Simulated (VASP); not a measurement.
# InP (Fm-3m) in VASP: further runs, part 2 of 2

VASP 6.6.1.

### 4 Single point, PBEsol, non-collinear spin, zero start, spin-orbit coupling

File INCAR:

```
SYSTEM = InP
PREC = Accurate
ENCUT = 520
EDIFF = 1E-6
ISMEAR = 1
SIGMA = 0.025
LREAL = .FALSE.
LASPH = .TRUE.
NELM = 150
ALGO = Normal
ISIF = 2
LWAVE = .FALSE.
LCHARG = .TRUE.
LNONCOLLINEAR = .TRUE.
MAGMOM = 0 0 0 0 0 0
LORBIT = 11
LSORBIT = .TRUE.
GGA_COMPAT = .FALSE.
LORBMOM = .TRUE.
GGA = PS
LVHAR = .TRUE.
NBANDS = 30
```

File KPOINTS:

```
regular mesh
0
G
  7 7 7
  0 0 0
```

File POSCAR:

```
InP
1.0
    0.0000000000      2.7688340000      2.7688340000
    2.7688340000      0.0000000000      2.7688340000
    2.7688340000      2.7688340000      0.0000000000
In P
1 1
Direct
    0.0000000000      0.0000000000      0.0000000000
    0.5000000000      0.5000000000      0.5000000000
```

Potentials or basis: VASP PAW PBE potentials, release 64 (In_d, P).

Run with:

```bash
> cat potpaw_PBE.64/In_d/POTCAR potpaw_PBE.64/P/POTCAR > POTCAR
> mpirun -np 1 vasp_ncl > vasp.out
```

OUTCAR:

```text
SYSTEM = InP
   PREC = Accurate
   ENCUT = 520
   EDIFF = 1E-6
   ISMEAR = 1
   LREAL = .FALSE.
   LASPH = .TRUE.
   NELM = 150
   ISIF = 2
   LNONCOLLINEAR = .TRUE.
   LORBIT = 11
   LSORBIT = .TRUE.
   GGA = PS

 ion  position               nearest neighbor table
   1  0.000  0.000  0.000-   2 2.77   2 2.77   2 2.77   2 2.77   2 2.77   2 2.77
   2  0.500  0.500  0.500-   1 2.77   1 2.77   1 2.77   1 2.77   1 2.77   1 2.77

  LATTYP: Found a face centered cubic cell.
 ALAT       =     5.5376680000

  Lattice vectors:

 A1 = (   0.0000000000,   2.7688340000,   2.7688340000)
 A2 = (   2.7688340000,   0.0000000000,   2.7688340000)
 A3 = (   2.7688340000,   2.7688340000,   0.0000000000)

Analysis of symmetry for initial positions (statically):
=====================================================================
 Subroutine PRICEL returns:
 Original cell was already a primitive cell.

 Routine SETGRP: Setting up the symmetry group for a
 face centered cubic supercell.

 Subroutine GETGRP returns: Found 48 space group operations
 (whereof 48 operations were pure point group operations)
 out of a pool of 48 trial point group operations.

The static configuration has the point symmetry O_h .

Analysis of symmetry for dynamics (positions and initial velocities):
=====================================================================
 Subroutine PRICEL returns:
 Original cell was already a primitive cell.

 Routine SETGRP: Setting up the symmetry group for a
 face centered cubic supercell.

 Subroutine GETGRP returns: Found 48 space group operations
 (whereof 48 operations were pure point group operations)
 out of a pool of 48 trial point group operations.

The dynamic configuration has the point symmetry O_h .

Analysis of structural, dynamic, and magnetic symmetry:
=====================================================================
 Subroutine PRICEL returns:
 Original cell was already a primitive cell.

 Routine SETGRP: Setting up the symmetry group for a
 face centered cubic supercell.

[... 863 lines left out ...]
  1         0.000   0.000   0.000
  2         0.000   0.000   0.000
 ----------------------------------------
            0.000   0.000   0.000

 orbital moment (z)

 # of ion     p       d       tot
 ----------------------------------------
  1         0.000  -0.000  -0.000
  2         0.000   0.000   0.000
 ----------------------------------------
            0.000  -0.000  -0.000

 Spin-Orbit-Coupling matrix elements

 Ion:    1  E_soc:     -0.0661891
 l=   1
     0.0000000    -0.0046922    -0.0046922
    -0.0046922     0.0000000    -0.0046922
    -0.0046922    -0.0046922     0.0000000
 l=   2
     0.0000000    -0.0012762     0.0000000    -0.0012762    -0.0050630
    -0.0012762     0.0000000    -0.0037973    -0.0012762    -0.0012658
     0.0000000    -0.0037973     0.0000000    -0.0037973     0.0000000
    -0.0012762    -0.0012762    -0.0037973     0.0000000    -0.0012658
    -0.0050630    -0.0012658     0.0000000    -0.0012658     0.0000000
 l=   3
     0.0000000     0.0000000     0.0000000     0.0000000     0.0000000     0.0000000     0.0000000
     0.0000000     0.0000000     0.0000000     0.0000000     0.0000000     0.0000000     0.0000000
     0.0000000     0.0000000     0.0000000     0.0000000     0.0000000     0.0000000     0.0000000
     0.0000000     0.0000000     0.0000000     0.0000000     0.0000000     0.0000000     0.0000000
     0.0000000     0.0000000     0.0000000     0.0000000     0.0000000     0.0000000     0.0000000
     0.0000000     0.0000000     0.0000000     0.0000000     0.0000000     0.0000000     0.0000000
     0.0000000     0.0000000     0.0000000     0.0000000     0.0000000     0.0000000     0.0000000

 Ion:    2  E_soc:     -0.0017145
 l=   1
     0.0000000    -0.0002857    -0.0002857
    -0.0002857     0.0000000    -0.0002857
    -0.0002857    -0.0002857     0.0000000
 l=   2
     0.0000000     0.0000000     0.0000000     0.0000000     0.0000000
     0.0000000     0.0000000     0.0000000     0.0000000     0.0000000
     0.0000000     0.0000000     0.0000000     0.0000000     0.0000000
     0.0000000     0.0000000     0.0000000     0.0000000     0.0000000
     0.0000000     0.0000000     0.0000000     0.0000000     0.0000000
 l=   3
     0.0000000     0.0000000     0.0000000     0.0000000     0.0000000     0.0000000     0.0000000
     0.0000000     0.0000000     0.0000000     0.0000000     0.0000000     0.0000000     0.0000000
     0.0000000     0.0000000     0.0000000     0.0000000     0.0000000     0.0000000     0.0000000
     0.0000000     0.0000000     0.0000000     0.0000000     0.0000000     0.0000000     0.0000000
     0.0000000     0.0000000     0.0000000     0.0000000     0.0000000     0.0000000     0.0000000
     0.0000000     0.0000000     0.0000000     0.0000000     0.0000000     0.0000000     0.0000000
     0.0000000     0.0000000     0.0000000     0.0000000     0.0000000     0.0000000     0.0000000

 total charge

# of ion       s       p       d       tot
------------------------------------------
    1        0.848   0.599   9.895  11.341
    2        1.070   1.375   0.000   2.445
--------------------------------------------------
tot          1.917   1.974   9.895  13.786

 magnetization (x)

# of ion       s       p       d       tot
------------------------------------------
    1        0.000   0.000   0.000   0.000
    2        0.000   0.000   0.000   0.000
--------------------------------------------------
tot          0.000   0.000   0.000   0.000

 magnetization (y)

# of ion       s       p       d       tot
------------------------------------------
    1        0.000  -0.000   0.000   0.000
    2        0.000   0.000   0.000   0.000
--------------------------------------------------
tot          0.000  -0.000   0.000   0.000

 magnetization (z)

# of ion       s       p       d       tot
------------------------------------------
    1        0.000  -0.000   0.000   0.000
    2        0.000   0.000   0.000   0.000
--------------------------------------------------
tot          0.000  -0.000   0.000   0.000
```

OSZICAR:

```text
N       E                     dE             d eps       ncg     rms          rms(c)
DAV:   1     0.157763650953E+03    0.15776E+03   -0.80525E+03  1218   0.145E+03
DAV:   2     0.821183642756E+01   -0.14955E+03   -0.14289E+03  1212   0.378E+02
DAV:   3    -0.829403457845E+01   -0.16506E+02   -0.16105E+02  1448   0.127E+02
DAV:   4    -0.904135177031E+01   -0.74732E+00   -0.74355E+00  1486   0.258E+01
DAV:   5    -0.907850194321E+01   -0.37150E-01   -0.37106E-01  1854   0.550E+00    0.459E+00
DAV:   6    -0.882730734144E+01    0.25119E+00   -0.41797E-01  1732   0.133E+01    0.253E+00
DAV:   7    -0.881924632107E+01    0.80610E-02   -0.10856E-01  1868   0.268E+00    0.109E+00
DAV:   8    -0.881712830354E+01    0.21180E-02   -0.78825E-03  1704   0.118E+00    0.486E-01
DAV:   9    -0.881669535268E+01    0.43295E-03   -0.66549E-04  1868   0.366E-01    0.119E-01
DAV:  10    -0.881669094782E+01    0.44049E-05   -0.34080E-04  1706   0.251E-01    0.552E-02
DAV:  11    -0.881667544835E+01    0.15499E-04   -0.97819E-05  1748   0.150E-01    0.273E-02
DAV:  12    -0.881667623103E+01   -0.78268E-06   -0.72833E-06  1594   0.302E-02
   1 F= -.88166762E+01 E0= -.88166075E+01  d E =-.206181E-03  mag=     0.0000    -0.0000     0.0000
```

stdout:

```text
POSCAR found type information on POSCAR InP
 POSCAR found :  2 types and       2 ions
 scaLAPACK will be used
 -----------------------------------------------------------------------------
|                                                                             |
|                                                                             |
|     You enforced a specific xc type in the INCAR file but a different       |
|     I HOPE YOU KNOW WHAT YOU ARE DOING!                                     |
|                                                                             |
 -----------------------------------------------------------------------------

 LDA part: xc-table for (Slater+PW92), standard interpolation
 POSCAR, INCAR and KPOINTS ok, starting setup
 FFT: planning ... GRIDC
 FFT: planning ... GRID_SOFT
 FFT: planning ... GRID
 WAVECAR not read
 entering main loop
```

Run time: 63 s. Hardware: 1 thread of AMD EPYC 7R43 (Zen 3), shared host; peak memory 0.25 GiB.

Results:

```yaml
Free_energy: -8.8167 eV
Pressure: -3.4 GPa
Net_moment: 0.00 μB per cell
Valence_electrons_inside_the_program's_atomic_spheres: In 11.34; P 2.44
```

Moments on the atoms (μB; x, y, z):
```
In  0.00 0.00 0.00
P   0.00 0.00 0.00
```

Caveat: the PAW data sets were made with another functional, which shifts forces and pressure a little.

### 5 Overview

| level | spin | smearing | pressure (GPa) | moment (μB) |
| --- | --- | --- | --- | --- |
| PBE | off | gaussian 0.05 eV | 0.0 | - |
| PBEsol | non-collinear, zero start, SOC | methfessel-paxton 0.05 eV | -3.4 | 0.00 |
| PBEsol | non-collinear, zero start, SOC | methfessel-paxton 0.025 eV | -3.4 | 0.00 |

Alike in all rows: task single point; potentials or basis VASP PAW PBE potentials, release 64 (In_d, P); cell as given; k mesh 7 × 7 × 7; cutoff (eV) 520.

The pressure there spans -3.4 GPa (PBEsol) to 0.0 GPa (PBE); a positive pressure means that this level wants a larger cell, a negative one a smaller.

Caveats: the PAW data sets were made with another functional, which shifts forces and pressure a little (some runs).

Absolute energies hang on the potentials; compare differences alone.
